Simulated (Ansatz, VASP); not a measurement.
**NaI in VASP and in Ansatz**

POSCAR

```
NaI
1.0
    0.0000000000      3.2296280802      3.2296280802
    3.2296280802      0.0000000000      3.2296280802
    3.2296280802      3.2296280802      0.0000000000
Na I
1 1
Direct
    0.0000000000      0.0000000000      0.0000000000
    0.5000000000      0.5000000000      0.5000000000
```

INCAR.step1

```
  PREC = Accurate
  ENCUT = 520
  ISMEAR = 0
  SIGMA = 0.01
  LREAL = F
  LASPH = T
  NELM = 80
  NBANDS = 14
  GGA = PE
  ALGO = Normal
  EDIFF = 1E-4
  LWAVE = T
  LCHARG = F
```

The input INCAR.step2:

```
  PREC = Accurate
  ENCUT = 520
  EDIFF = 1E-6
  ISMEAR = 0
  SIGMA = 0.01
  LREAL = F
  LASPH = T
  NELM = 80
  ALGO = Normal
  ISIF = 2
  LWAVE = F
  LCHARG = F
  METAGGA = R2SCAN
  LMIXTAU = T
  NBANDS = 14
  ISTART = 1
```

Contents of KPOINTS:

```
regular mesh
0
Gamma
  6 6 6
```

Input for Ansatz:

```yaml
crystal:
  lattice:
    - [0.0, 3.2296280802, 3.2296280802]
    - [3.2296280802, 0.0, 3.2296280802]
    - [3.2296280802, 3.2296280802, 0.0]
  atoms:
    - { symbol: Na, position: [0.0, 0.0, 0.0] }
    - { symbol: I, position: [0.5, 0.5, 0.5] }
kpoints:
  mp_grid: { grid: [6, 6, 6] }
hamiltonian:
  xc: r2scan
scf:
  occupations: { method: fixed }
  n_extra_bands: 4
output:
  forces: true
  stress: true
  eigenvalues: true
```

Alike in both runs: task single point; functional r2SCAN; k mesh 6 × 6 × 6; no spin polarisation.

```csv
,VASP,Ansatz
version,VASP 6.6.1,Ansatz 0.2.0
potentials or method,"VASP PAW PBE potentials, release 64 (Na_pv, I)","plane waves, PAW"
plane-wave cutoff (eV),520,500
occupations,"gaussian, width 0.01 eV",fixed
valence electrons in the cell,14,26
```

|  | VASP | Ansatz | Ansatz less VASP |
| --- | --- | --- | --- |
| gap on the k mesh at the Fermi level (eV) | 4.46 | 4.45 | -0.010 |
| pressure (GPa) | -0.1 | 0.0 | +0.09 |

VASP's potentials were made for PBE, not for r2SCAN. VASP's potentials hold 14 valence electrons a cell and Ansatz's 26, so a difference there can come from the potentials and not from the codes.

Spin-orbit coupling is off throughout.
